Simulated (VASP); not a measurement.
# ZnS (F-43m) in VASP: settings compared, part 2 of 2

VASP 6.6.1. Earlier steps stand in the parts before.

## (3) Single point, LDA

This run uses another cell than the first one, of 20.12 Å³/atom, 0.981 times its volume.

INCAR

```
SYSTEM = ZnS
ALGO     = Normal         ! electronic algorithm
EDIFF    = 1E-6           ! SCF threshold, eV
ENCUT    = 520            ! plane-wave cutoff, eV
ISIF     = 2              ! what is computed and relaxed
ISMEAR   = -1             ! smearing method
LASPH    = .True.         ! aspherical terms in the spheres
LCHARG   = .True.         ! write CHGCAR
LELF     = .True.         ! ELF
LREAL    = .False.        ! projectors in reciprocal space
LVHAR    = .True.       
LWAVE    = .False.        ! write WAVECAR
NBANDS   = 16             ! bands
NELM     = 80             ! most SCF steps
PREC     = Accurate       ! precision mode
SIGMA    = 0.05           ! smearing width, eV
```

KPOINTS

```
k-points
0
Gamma
  9 9 9
  0 0 0
```

POSCAR

```
ZnS
1.0
    0.0000000000      2.7198945612      2.7198945612
    2.7198945612      0.0000000000      2.7198945612
    2.7198945612      2.7198945612      0.0000000000
Zn S
1 1
Direct
    0.7500000000      0.7500000000      0.7500000000
    0.0000000000      0.0000000000      0.0000000000
```

Potentials or basis: VASP PAW LDA potentials, release 64 (Zn, S).

Launch:

```sh
$ cat potpaw_LDA.64/Zn/POTCAR potpaw_LDA.64/S/POTCAR > POTCAR
$ mpirun -np 1 vasp_std > vasp.out
```

OUTCAR:

```text
SYSTEM = ZnS
   EDIFF = 1E-6
   ENCUT = 520
   ISIF = 2
   ISMEAR = -1
   LASPH = .True.
   LREAL = .False.
   NELM = 80
   PREC = Accurate

 ion  position               nearest neighbor table
   1  0.750  0.750  0.750-   2 2.36   2 2.36   2 2.36   2 2.36
   2  0.000  0.000  0.000-   1 2.36   1 2.36   1 2.36   1 2.36

  LATTYP: Found a face centered cubic cell.
 ALAT       =     5.4397891224

  Lattice vectors:

 A1 = (   0.0000000000,   2.7198945612,   2.7198945612)
 A2 = (   2.7198945612,   0.0000000000,   2.7198945612)
 A3 = (   2.7198945612,   2.7198945612,   0.0000000000)

Analysis of symmetry for initial positions (statically):
[... 634 lines left out ...]
     16      16.6080      0.00000

 [... further k-points ...]
[... 5 lines left out ...]
  --------------------------------------------------------------------------------------
  -------------------------------------------------------------------------------------
  Total       -1.4067964     -1.4067964     -1.4067964     -0.0000000     -0.0000000      0.0000000
  in kB      -56.0087160    -56.0087160    -56.0087160     -0.0000000     -0.0000000      0.0000000
  external PRESSURE =     -56.0087160 kB  Pullay stress =       0.0000000 kB

 VOLUME and BASIS-vectors are now :
 -----------------------------------------------------------------------------
  energy-cutoff  :      520.00
  volume of cell :       40.24
      direct lattice vectors                 reciprocal lattice vectors
     0.000000000  2.719894561  2.719894561    -0.183830655  0.183830655  0.183830655
     2.719894561  0.000000000  2.719894561     0.183830655 -0.183830655  0.183830655
     2.719894561  2.719894561  0.000000000     0.183830655  0.183830655 -0.183830655

 POSITION                                       TOTAL-FORCE (eV/Angst)
 -----------------------------------------------------------------------------------
      4.07984      4.07984      4.07984        -0.000000     -0.000000     -0.000000
      0.00000      0.00000      0.00000         0.000000      0.000000      0.000000
 -----------------------------------------------------------------------------------
    total drift:                               -0.000000     -0.000000     -0.000001

  FREE ENERGIE OF THE ION-ELECTRON SYSTEM (eV)
  ---------------------------------------------------
  free  energy   TOTEN  =        -8.1526248095 eV

  energy  without entropy=       -8.1526248093  energy(sigma->0) =       -8.15262481
```

stdout:

```text
POSCAR found type information on POSCAR ZnS
 POSCAR found :  2 types and       2 ions
 scaLAPACK will be used
 LDA part: xc-table for (Slater(with rela. corr.)+CA(PZ))
 , standard interpolation
 POSCAR, INCAR and KPOINTS ok, starting setup
 FFT: planning ... GRIDC
 FFT: planning ... GRID_SOFT
 FFT: planning ... GRID
 WAVECAR not read
 entering main loop
```

Wall time 11 s (1 thread of AMD EPYC 9R45 (Zen 5), shared host); peak memory 0.13 GiB.

Results:

```
Free energy            : -8.1526 eV
Pressure               : -5.6 GPa
Band gap on the k mesh : 1.80 eV, direct
```

## (4) Single point, revPBE

This run uses another cell than the first one, of 20.91 Å³/atom, 1.019 times its volume.

INCAR

```
SYSTEM = ZnS
PREC = Accurate
ENCUT = 520
EDIFF = 1E-6
ISMEAR = -1
SIGMA = 0.05
LREAL = .FALSE.
LASPH = .TRUE.
NELM = 100
ALGO = Normal
ISIF = 2
LWAVE = .FALSE.
LCHARG = .FALSE.
GGA = RE
NBANDS = 16
```

KPOINTS

```
Automatic mesh
0
G
  9 9 9
  0 0 0
```

POSCAR

```
ZnS
1.0
    0.0000000000      2.7549938462      2.7549938462
    2.7549938462      0.0000000000      2.7549938462
    2.7549938462      2.7549938462      0.0000000000
Zn S
1 1
Direct
    0.7500000000      0.7500000000      0.7500000000
    0.0000000000      0.0000000000      0.0000000000
```

Potentials or basis: VASP PAW PBE potentials, release 64 (Zn, S).

Launch:

```sh
$ cat potpaw_PBE.64/Zn/POTCAR potpaw_PBE.64/S/POTCAR > POTCAR
$ mpirun -np 1 vasp_std > vasp.out
```

Wall time 12 s (1 thread of AMD EPYC 9R45 (Zen 5), shared host); peak memory 0.15 GiB.

The run converged. Its results:

```yaml
Free_energy: -6.2851 eV
Pressure: -0.5 GPa
Band_gap_on_the_k_mesh: 1.99 eV, direct
```

Levels at points of the mesh, in eV from the valence-band top:
```csv
k point,band 7,band 8,band 9,band 10,band 11,band 12
"(0.00, 0.00, 0.00)",0.00,0.00,0.00,1.99,6.47,6.47
```

Caveat: the PAW data sets were made with another functional, which shifts forces and pressure a little.

## (5) Single point, BLYP+D3(BJ)

This run uses another cell than the first one, of 20.91 Å³/atom, 1.019 times its volume.

INCAR

```
PREC = Accurate
ENCUT = 520
EDIFF = 1E-6
ISMEAR = -1
SIGMA = 0.05
LREAL = False
LASPH = True
NELM = 60
ALGO = Normal
ISIF = 2
LWAVE = False
LCHARG = False
GGA = B5
ALDAX = 1.0
AGGAX = 1.0
AGGAC = 1.0
ALDAC = 0.0
IVDW = 12
VDW_S6 = 1.0
VDW_S8 = 2.6996
VDW_A1 = 0.4298
VDW_A2 = 4.2359
NBANDS = 16
```

KPOINTS

```
Automatic mesh
0
Gamma
  9 9 9
```

POSCAR is that of step 4.

Potentials or basis: VASP PAW PBE potentials, release 64 (Zn, S).

Launch:

```sh
$ cat potpaw_PBE.64/Zn/POTCAR potpaw_PBE.64/S/POTCAR > POTCAR
$ mpirun -np 1 vasp_std > vasp.out
```

OUTCAR:

```text
PREC = Accurate
   ENCUT = 520
   EDIFF = 1E-6
   ISMEAR = -1
   LREAL = False
   LASPH = True
   NELM = 60
   ISIF = 2
   GGA = B5
   IVDW = 12
 IVDW          = 12

 ion  position               nearest neighbor table
   1  0.750  0.750  0.750-   2 2.39   2 2.39   2 2.39   2 2.39
   2  0.000  0.000  0.000-   1 2.39   1 2.39   1 2.39   1 2.39

  LATTYP: Found a face centered cubic cell.
 ALAT       =     5.5099876924

  Lattice vectors:

 A1 = (   0.0000000000,   2.7549938462,   2.7549938462)
 A2 = (   2.7549938462,   0.0000000000,   2.7549938462)
[... 642 lines left out ...]

 Edisp (eV)   -1.24675

 E8    (eV) :    -0.8705

  FORCE on cell =-STRESS in cart. coord.  units (eV):
  Direction    XX          YY          ZZ          XY          YZ          ZX
  --------------------------------------------------------------------------------------
  -------------------------------------------------------------------------------------
  Total      -1.14290    -1.14290    -1.14290     0.00000     0.00000     0.00000
  in kB     -43.78512   -43.78512   -43.78512     0.00000     0.00000     0.00000
  external pressure =      -43.79 kB  Pullay stress =        0.00 kB

 VOLUME and BASIS-vectors are now :
 -----------------------------------------------------------------------------
  energy-cutoff  :      520.00
  volume of cell :       41.82
      direct lattice vectors                 reciprocal lattice vectors
     0.000000000  2.754993846  2.754993846    -0.181488609  0.181488609  0.181488609
     2.754993846  0.000000000  2.754993846     0.181488609 -0.181488609  0.181488609
     2.754993846  2.754993846  0.000000000     0.181488609  0.181488609 -0.181488609

 POSITION                                       TOTAL-FORCE (eV/Angst)
 -----------------------------------------------------------------------------------
      4.13249      4.13249      4.13249         0.000000      0.000000      0.000000
      0.00000      0.00000      0.00000        -0.000000     -0.000000     -0.000000
 -----------------------------------------------------------------------------------
    total drift:                               -0.000000     -0.000000     -0.000000

  FREE ENERGIE OF THE ION-ELECTRON SYSTEM (eV)
  ---------------------------------------------------
  free  energy   TOTEN  =        -7.0767659084 eV

  energy  without entropy=       -7.0767659083  energy(sigma->0) =       -7.07676591
```

Run time: 19 s. Hardware: 1 thread of AMD EPYC 9R45 (Zen 5), shared host; peak memory 0.15 GiB.

What came out:

| Item | Value |
| --- | --- |
| Free energy | -7.0768 eV |
| Pressure | -4.4 GPa |
| Band gap on the k mesh | 1.86 eV, direct |
| Dispersion energy per atom | -0.623 eV |

Levels at points of the mesh, in eV from the valence-band top:
```tsv
k point	band 5	band 6	band 7	band 8	band 9	band 10	band 11	band 12	band 13	band 14
(0.00, 0.00, 0.00)	-5.81	-5.81	0.00	0.00	0.00	1.86	6.47	6.47	6.47	11.66
```

Caveat: the PAW data sets were made with another functional, which shifts forces and pressure a little.

## (6) Single point, LDA

This run uses another cell than the first one, of 20.91 Å³/atom, 1.019 times its volume.

INCAR

```
SYSTEM = ZnS
  ALGO = Normal
  EDIFF = 1E-7
  ENCUT = 520
  GGA = CA
  ISIF = 2
  ISMEAR = -1
  LASPH = .TRUE.
  LCHARG = .TRUE.
  LELF = .TRUE.
  LREAL = .FALSE.
  LVHAR = .TRUE.
  LWAVE = .FALSE.
  NBANDS = 16
  NELM = 100
  PREC = Accurate
  SIGMA = 0.05
```

KPOINTS

```
k-points
0
G
  9 9 9
  0 0 0
```

POSCAR is that of step 5.

Potentials or basis: VASP PAW LDA potentials, release 64 (Zn, S).

Launch:

```sh
$ cat potpaw_LDA.64/Zn/POTCAR potpaw_LDA.64/S/POTCAR > POTCAR
$ mpirun -np 1 vasp_std > vasp.out
```

Run time: 12 s. Hardware: 1 thread of AMD EPYC 9R45 (Zen 5), shared host; peak memory 0.12 GiB.

The run converged. Its results:

```
Free energy            : -8.0870 eV
Pressure               : -7.7 GPa
Band gap on the k mesh : 1.64 eV, direct
```

Levels at points of the mesh, in eV from the valence-band top:
```tsv
k point	band 7	band 8	band 9	band 10	band 11	band 12
(0.00, 0.00, 0.00)	0.00	0.00	0.00	1.64	6.28	6.28
```

Expect the measured gap to be larger: semilocal functionals such as LDA lack the derivative discontinuity.

## (7) Summary

```csv
level,potentials or basis,cell,gap on the mesh (eV),pressure (GPa)
BLYP+D3(BJ),"VASP PAW PBE potentials, release 64 (Zn, S)","a = 3.871 Å, angles 60.0°, 2 atoms",1.94,-3.3
LDA,"VASP PAW LDA potentials, release 64 (Zn, S)","a = 3.847 Å, angles 60.0°, 2 atoms",1.80,-5.6
revPBE,"VASP PAW PBE potentials, release 64 (Zn, S)","a = 3.896 Å, angles 60.0°, 2 atoms",1.99,-0.5
BLYP+D3(BJ),"VASP PAW PBE potentials, release 64 (Zn, S)","a = 3.896 Å, angles 60.0°, 2 atoms",1.86,-4.4
LDA,"VASP PAW LDA potentials, release 64 (Zn, S)","a = 3.896 Å, angles 60.0°, 2 atoms",1.64,-7.7
```

Alike in all rows: task single point; no spin polarisation; k mesh 9 × 9 × 9; cutoff (eV) 520; smearing fermi-dirac 0.05 eV.

Caveats: the PAW data sets were made with another functional, which shifts forces and pressure a little (some runs).

Total energies depend on the potentials used, so only differences within one code and one set of settings carry meaning.

## (8) How close it comes

Step 4. Against the measured gap of ZnS, 3.85 eV (direct; 19 K; quoted in “Electronic, vibrational, and thermodynamic properties of ZnS (zincblende and rocksalt structure)”, 2009, arxiv:0911.5022), the calculated 1.99 eV is off by -1.86 eV. The value is that of revPBE, without temperature or zero-point motion. Semilocal functionals fall short of measured gaps as a rule.
